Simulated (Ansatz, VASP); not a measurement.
**Y2AlN3: VASP beside Ansatz**

```
Y Al N
1.0
     3.31595    0.00000    0.00000
    -1.65798    2.87170    0.00000
     0.00000    0.00000    7.97321
Y Al N
2 1 3
Direct
  0.33333 0.66667 0.68183
  0.66667 0.33333 0.31817
  0.00000 0.00000 0.00000
  0.33333 0.66667 0.14006
  0.66667 0.33333 0.85994
  0.00000 0.00000 0.50000
```

Alike in both runs: functional PBE; k mesh 6 × 6 × 4; occupations gaussian, width 0.1 eV; no spin polarisation.

Ansatz relaxed the structure, and its values are those at the end. VASP's run is a single point on that final structure, the one shown.

|  | VASP | Ansatz |
| --- | --- | --- |
| version | VASP 6.6.1 | Ansatz 0.2.0 |
| potentials or method | VASP PAW PBE potentials, release 64 (Y_sv, Al, N), cutoff 520 eV | scalar-relativistic, plane waves, PAW |
| valence electrons in the cell | 40 | 40 |

VASP gave:

| Item | Value |
| --- | --- |
| gap on the k mesh at the Fermi level (eV) | 0.50 |
| least direct gap on the mesh (eV) | 1.51 |
| pressure (GPa) | -0.2 |

Question: Estimate Ansatz's values.

Answer: gap on the k mesh at the Fermi level (eV): 0.50; least direct gap on the mesh (eV): 1.51; pressure (GPa): 0.0.
